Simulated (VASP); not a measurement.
# SiO2 (I4/mmm) in VASP: further runs

The runs below take SiO2 through single point, with LDA.

Program: VASP 6.6.1. These are calculated values, not measurements. Logs are shortened: lines on timing, memory, paths and dates and some standing lists are left out, and cuts for length are marked.

## (1) The cell of the first run

The structure is tetragonal, space group I4/mmm (No. 139). The conventional cell has a = 13.436 Å, b = 13.436 Å, c = 5.384 Å, α = 90.00°, β = 90.00°, γ = 90.00°. Si (site symmetry m) has 4 O at 1.63 to 1.64 Å within 2.2 Å. O (site symmetry 2) has 2 Si at 1.63 Å within 2.2 Å. Within 2.2 Å of O (site symmetry m2m) lie 2 Si at 1.64 Å. Within 2.2 Å of O (site symmetry m2m) lie 2 Si at 1.64 Å.

## (2) Single point, LDA (20.25 Å³/atom)

Contents of INCAR:

```
PREC = Accurate ; ENCUT = 520
EDIFF = 1E-6 ; ISMEAR = 0
SIGMA = 0.02 ; LREAL = Auto
LASPH = True ; NELM = 100
ALGO = Normal ; ISIF = 2
LWAVE = False ; LCHARG = True
LELF = True ; LVHAR = True
NBANDS = 82
```

Contents of KPOINTS:

```
regular mesh
0
Gamma
  6 6 6
```

Contents of POSCAR:

```
SiO2
1.0
   -6.7180194953      6.7180194953      2.6918848666
    6.7180194953     -6.7180194953      2.6918848666
    6.7180194953      6.7180194953     -2.6918848666
Si O
8 16
Direct
    0.2136988214      0.3791089858      0.5928078072
    0.3791089858      0.7863011786      0.1654101644
    0.6208910142      0.2136988214      0.8345898356
    0.7863011786      0.3791089858      0.1654101644
    0.2136988214      0.6208910142      0.8345898356
    0.7863011786      0.6208910142      0.4071921928
    0.3791089858      0.2136988214      0.5928078072
    0.6208910142      0.7863011786      0.4071921928
    0.9030868688      0.0969131312      0.5000000000
    0.0969131312      0.5969131312      0.1938262625
    0.4030868688      0.9030868688      0.8061737375
    0.5969131312      0.4030868688      0.5000000000
    0.0969131312      0.9030868688      0.5000000000
    0.9030868688      0.4030868688      0.8061737375
    0.5969131312      0.0969131312      0.1938262625
    0.4030868688      0.5969131312      0.5000000000
    0.2284934245      0.5000000000      0.7284934245
    0.5000000000      0.7715065755      0.2715065755
    0.5000000000      0.2284934245      0.7284934245
    0.7715065755      0.5000000000      0.2715065755
    0.3204788206      0.3204788206      0.6409576411
    0.3204788206      0.6795211794      0.0000000000
    0.6795211794      0.3204788206      0.0000000000
    0.6795211794      0.6795211794      0.3590423589
```

Potentials or basis: VASP PAW LDA potentials, release 64 (Si, O).

The run is started by

```bash
$ cat potpaw_LDA.64/Si/POTCAR potpaw_LDA.64/O/POTCAR > POTCAR
$ mpirun -np 1 vasp_std > vasp.out
```

OUTCAR:

```text
PREC = Accurate
   ENCUT = 520
   EDIFF = 1E-6
   ISMEAR = 0
   LREAL = Auto
   LASPH = True
   NELM = 100
   ISIF = 2

 ion  position               nearest neighbor table
   1  0.214  0.379  0.593-  16 1.63   9 1.63  17 1.64  21 1.64   7 3.14
   2  0.379  0.786  0.165-  15 1.63  10 1.63  18 1.64  22 1.64   5 3.14
   3  0.621  0.214  0.835-  11 1.63  14 1.63  19 1.64  23 1.64   4 3.14
   4  0.786  0.379  0.165-  10 1.63  15 1.63  20 1.64  23 1.64   3 3.14
   5  0.214  0.621  0.835-  14 1.63  11 1.63  17 1.64  22 1.64   2 3.14
   6  0.786  0.621  0.407-  12 1.63  13 1.63  20 1.64  24 1.64   8 3.14
   7  0.379  0.214  0.593-  12 1.63  13 1.63  19 1.64  21 1.64   1 3.14
   8  0.621  0.786  0.407-  16 1.63   9 1.63  18 1.64  24 1.64   6 3.14
   9  0.903  0.097  0.500-   1 1.63   8 1.63
  10  0.097  0.597  0.194-   4 1.63   2 1.63
  11  0.403  0.903  0.806-   3 1.63   5 1.63
  12  0.597  0.403  0.500-   6 1.63   7 1.63
  13  0.097  0.903  0.500-   6 1.63   7 1.63
  14  0.903  0.403  0.806-   5 1.63   3 1.63
[... 8 lines left out ...]
  23  0.680  0.320  0.000-   3 1.64   4 1.64
  24  0.680  0.680  0.359-   6 1.64   8 1.64

  LATTYP: Found a body centered tetragonal cell.
 ALAT       =    13.4360389906
 C/A-ratio  =     0.4006961975

  Lattice vectors:

 A1 = (  -6.7180194953,   6.7180194953,   2.6918848666)
 A2 = (   6.7180194953,  -6.7180194953,   2.6918848666)
 A3 = (   6.7180194953,   6.7180194953,  -2.6918848666)

Analysis of symmetry for initial positions (statically):
=====================================================================
 Subroutine PRICEL returns:
 Original cell was already a primitive cell.

 Routine SETGRP: Setting up the symmetry group for a
 body centered tetragonal supercell.

 Subroutine GETGRP returns: Found 16 space group operations
 (whereof 16 operations were pure point group operations)
 out of a pool of 16 trial point group operations.

The static configuration has the point symmetry D_4h.

Analysis of symmetry for dynamics (positions and initial velocities):
=====================================================================
 Subroutine PRICEL returns:
 Original cell was already a primitive cell.

 Routine SETGRP: Setting up the symmetry group for a
 body centered tetragonal supercell.

 Subroutine GETGRP returns: Found 16 space group operations
 (whereof 16 operations were pure point group operations)
 out of a pool of 16 trial point group operations.

The dynamic configuration has the point symmetry D_4h.

 Subroutine INISYM returns: Found 16 space group operations
 (whereof 16 operations are pure point group operations),
[... 147 lines left out ...]
   ISYM   =      2    0-nonsym 1-usesym 2-fastsym
   POTIM  = 0.5000    time-step for ionic-motion
   TEBEG  =    0.0;   TEEND  =   0.0 temperature during run
   PSTRESS=    0.0 pullay stress
   NELECT =     128.0000    total number of electrons
   NUPDOWN=      -1.0000    fix difference up-down
   EMIN   =  10.00;   EMAX   =-10.00  energy-range for DOS
   EFERMI =   0.00;   METHOD = LEGACY
   ISMEAR =     0;   SIGMA  =   0.02  broadening in eV -4-tet -1-fermi 0-gaus
   EFERMI_NEDOS =   21; number of points for ismear=-14 and -15
   IALGO  =     38    algorithm
   IMIX   =      4    mixing-type and parameters
     AMIX     =   0.40;   BMIX     =  1.00
     AMIX_MAG =   1.60;   BMIX_MAG =  1.00
  volume/ion in A,a.u.               =      20.25       136.64
  Fermi-wavevector in a.u.,A,eV,Ry     =   1.049410  1.983097 14.983567  1.101261
  Thomas-Fermi vector in A             =   2.184371
   LORBIT       =      0    0 simple, 1 ext, 2 COOP (PROOUT), +10 PAW based schemes
   GGA     = CA    functional components
   LHFCALC =     F    Hartree Fock is set to
   AEXX    =    0.0000 exact exchange contribution
   IVDW    =     0    specifies the selected vdW correction
   LEPSILON=     F    determine dielectric tensor
   LRPA    =     F    only Hartree local field effects (RPA)
 non-spin polarized calculation
 Gauss-broadening in eV      SIGMA  =   0.02
  energy-cutoff  :      520.00
  volume of cell :      485.96
 maximum number of plane-waves:     13116
 NGX is ok and might be reduce to    80
   NGX = 37   NGY = 37   NGZ = 37

 number of electron     128.0000024 magnetization

 Free energy of the ion-electron system (eV)
  ---------------------------------------------------
  ext. energy  EPLUGINS =         0.00000000
  ---------------------------------------------------
  free energy    TOTEN  =      -206.45416827 eV

  energy without entropy =     -206.45416827  energy(sigma->0) =     -206.45416827

 E-fermi :  -2.1525     XC(G=0):  -6.9898

 val. band max:       -2.2738649505   @ k =   0.5000   0.5000  -0.0000
 cond. band min:       2.9908455955   @ k =   0.0000   0.0000   0.0000
 fundamental gap:      5.2647105460
 Fermi energy:        -2.1525275907

 k-point     1 :       0.0000    0.0000    0.0000
  band No.  band energies     occupation
      1     -21.2365      2.00000
      2     -20.8882      2.00000
      3     -20.6554      2.00000
      4     -20.6554      2.00000
      5     -19.9725      2.00000
      6     -19.9725      2.00000
[... 1885 lines left out ...]
     75       7.0079      0.00000
     76       7.0584      0.00000

 [... further k-points ...]

 [bands above 76 left out]

------------------------ aborting loop because EDIFF is reached ----------------------------------------

  FORCE on cell =-STRESS in cart. coord.  units (eV):
  Direction    XX          YY          ZZ          XY          YZ          ZX
  --------------------------------------------------------------------------------------
  -------------------------------------------------------------------------------------
  Total      -21.1873686    -21.1873686    -21.0074343      0.0000000     -0.0000000      0.0000000
  in kB      -69.8535709    -69.8535709    -69.2603375      0.0000000     -0.0000000      0.0000000
  external PRESSURE =     -69.6558264 kB  Pullay stress =       0.0000000 kB

 VOLUME and BASIS-vectors are now :
 -----------------------------------------------------------------------------
  energy-cutoff  :      520.00
  volume of cell :      485.96
      direct lattice vectors                 reciprocal lattice vectors
    -6.718019495  6.718019495  2.691884867     0.000000000  0.074426697  0.185743457
     6.718019495 -6.718019495  2.691884867     0.074426697  0.000000000  0.185743457
     6.718019495  6.718019495 -2.691884867     0.074426697  0.074426697  0.000000000

 POSITION                                       TOTAL-FORCE (eV/Angst)
 -----------------------------------------------------------------------------------
      5.09372      2.87127      0.00000         0.045958     -0.001948     -0.000000
      3.84675     -1.62430      2.69188         0.001948      0.045958     -0.000000
      2.87127      8.34232      0.00000        -0.001948     -0.045958      0.000000
     -1.62430      3.84675      2.69188         0.045958      0.001948     -0.000000
      8.34232      2.87127      0.00000        -0.045958     -0.001948      0.000000
      1.62430      3.84675      2.69188        -0.045958      0.001948      0.000000
[... 16 lines left out ...]
     -2.41205      2.41205      2.69188         0.012901     -0.012901     -0.000000
      2.41205      2.41205      2.69188        -0.012901     -0.012901     -0.000000
 -----------------------------------------------------------------------------------
    total drift:                               -0.000000     -0.000000      0.000000

  FREE ENERGIE OF THE ION-ELECTRON SYSTEM (eV)
  ---------------------------------------------------
  free  energy   TOTEN  =      -206.4541682717 eV

  energy  without entropy=     -206.4541682717  energy(sigma->0) =     -206.45416827
```

OSZICAR:

```text
N       E                     dE             d eps       ncg     rms          rms(c)
DAV:   1     0.968489581937E+03    0.96849E+03   -0.61695E+04  5032   0.136E+03
DAV:   2    -0.123310247963E+03   -0.10918E+04   -0.10614E+04  6332   0.325E+02
DAV:   3    -0.231436358455E+03   -0.10813E+03   -0.10763E+03  5896   0.111E+02
[... 12 lines left out ...]
DAV:  16    -0.206454157606E+03   -0.50489E-05   -0.15885E-05  5624   0.177E-02    0.552E-03
DAV:  17    -0.206454161525E+03   -0.39191E-05   -0.31080E-06  4800   0.662E-03    0.357E-03
DAV:  18    -0.206454165949E+03   -0.44238E-05   -0.49844E-07  3672   0.287E-03    0.203E-03
DAV:  19    -0.206454168071E+03   -0.21222E-05   -0.43970E-07  3744   0.215E-03    0.705E-04
DAV:  20    -0.206454168272E+03   -0.20049E-06   -0.73267E-08  3800   0.134E-03
   1 F= -.20645417E+03 E0= -.20645417E+03  d E =-.351437E-19
```

Wall time 2.1 h (1 thread of Oxide Virtual Turin-like, shared host); peak memory 1.1 GiB.

What came out:

- Free energy: -206.4542 eV
- Pressure: -7.0 GPa
- Largest force: 0.046 eV/Å
- Band gap on the k mesh: 5.26 eV (least direct gap 5.27 eV)

Forces in eV/Å, atoms in the order of the input:
```
Si   0.046 -0.002  0.000
Si   0.002  0.046  0.000
Si  -0.002 -0.046  0.000
Si   0.046  0.002  0.000
Si  -0.046 -0.002  0.000
Si  -0.046  0.002  0.000
Si  -0.002  0.046  0.000
Si   0.002 -0.046  0.000
O    0.002 -0.002  0.000
O    0.002  0.002  0.000
O   -0.002 -0.002  0.000
O   -0.002  0.002  0.000
O   -0.002  0.002  0.000
O   -0.002 -0.002  0.000
O    0.002  0.002  0.000
O    0.002 -0.002  0.000
O    0.000  0.009  0.000
O   -0.009  0.000  0.000
O    0.009  0.000  0.000
O    0.000 -0.009  0.000
O    0.013  0.013  0.000
O   -0.013  0.013  0.000
O    0.013 -0.013  0.000
O   -0.013 -0.013  0.000
```

Caveat: the cell stands under tension.

## (3) Single point, LDA

This run uses another cell than the first one, of 18.41 Å³/atom.

Contents of INCAR:

```
SYSTEM = SiO2
PREC     = Accurate       ! precision mode
ENCUT    = 520            ! plane-wave cutoff, eV
EDIFF    = 1E-7           ! SCF threshold, eV
ISMEAR   = 0              ! smearing method
SIGMA    = 0.02           ! smearing width, eV
LREAL    = Auto         
LASPH    = .True.         ! aspherical terms in the spheres
NELM     = 80             ! most SCF steps
ALGO     = Normal         ! electronic algorithm
ISIF     = 2              ! what is computed and relaxed
LWAVE    = .False.        ! write WAVECAR
LCHARG   = .True.         ! write CHGCAR
GGA      = CA             ! functional
LELF     = .True.         ! ELF
LVHAR    = .True.       
NBANDS   = 82             ! bands
```

Contents of KPOINTS:

```
Automatic mesh
0
Gamma
  6 6 6
  0 0 0
```

Contents of POSCAR:

```
SiO2
1.0
   -6.4970212392      6.4970212392      2.6164819458
    6.4970212392     -6.4970212392      2.6164819458
    6.4970212392      6.4970212392     -2.6164819458
Si O
8 16
Direct
    0.2101596134      0.3812648828      0.5914244962
    0.3812648828      0.7898403866      0.1711052694
    0.6187351172      0.2101596134      0.8288947306
    0.7898403866      0.3812648828      0.1711052694
    0.2101596134      0.6187351172      0.8288947306
    0.7898403866      0.6187351172      0.4085755038
    0.3812648828      0.2101596134      0.5914244962
    0.6187351172      0.7898403866      0.4085755038
    0.8927359016      0.1072640984      0.5000000000
    0.1072640984      0.6072640984      0.2145281968
    0.3927359016      0.8927359016      0.7854718032
    0.6072640984      0.3927359016      0.5000000000
    0.1072640984      0.8927359016      0.5000000000
    0.8927359016      0.3927359016      0.7854718032
    0.6072640984      0.1072640984      0.2145281968
    0.3927359016      0.6072640984      0.5000000000
    0.2430949025      0.5000000000      0.7430949025
    0.5000000000      0.7569050975      0.2569050975
    0.5000000000      0.2430949025      0.7430949025
    0.7569050975      0.5000000000      0.2569050975
    0.3132954447      0.3132954447      0.6265908894
    0.3132954447      0.6867045553      0.0000000000
    0.6867045553      0.3132954447      0.0000000000
    0.6867045553      0.6867045553      0.3734091106
```

Potentials or basis: VASP PAW LDA potentials, release 64 (Si, O).

The run is started by

```bash
$ cat potpaw_LDA.64/Si/POTCAR potpaw_LDA.64/O/POTCAR > POTCAR
$ mpirun -np 1 vasp_std > vasp.out
```

Run time: 1.6 h. Hardware: 1 thread of Oxide Virtual Turin-like, shared host; peak memory 0.89 GiB.

The run converged. Its results:

```
Free energy            : -207.2711 eV
Pressure               : 0.4 GPa
Largest force          : 0.034 eV/Å
Band gap on the k mesh : 5.50 eV
```

Forces on the atoms (eV/Å):
```
Si   0.034  0.003  0.000
Si  -0.003  0.034  0.000
Si   0.003 -0.034  0.000
Si   0.034 -0.003  0.000
Si  -0.034  0.003  0.000
Si  -0.034 -0.003  0.000
Si   0.003  0.034  0.000
Si  -0.003 -0.034  0.000
O    0.012 -0.012  0.000
O    0.012  0.012  0.000
O   -0.012 -0.012  0.000
O   -0.012  0.012  0.000
O   -0.012  0.012  0.000
O   -0.012 -0.012  0.000
O    0.012  0.012  0.000
O    0.012 -0.012  0.000
O    0.000  0.020  0.000
O   -0.020  0.000  0.000
O    0.020  0.000  0.000
O    0.000 -0.020  0.000
O    0.001  0.001  0.000
O   -0.001  0.001  0.000
O    0.001 -0.001  0.000
O   -0.001 -0.001  0.000
```

Levels at points of the mesh, in eV from the valence-band top:
```
           k point  band 62  band 63  band 64  band 65  band 66  band 67
(0.00, 0.00, 0.00)    -0.15    -0.15     0.00     5.50     7.37     7.66
(0.50, 0.00, 0.00)    -0.44    -0.43    -0.27     7.52     7.54     8.10
(0.50, 0.50, 0.00)    -0.31    -0.14     0.00     6.04     6.23     7.93
(0.50, 0.50, 0.50)    -0.28    -0.25    -0.01     6.45     6.45     6.88
```

A k mesh can miss the band edges.
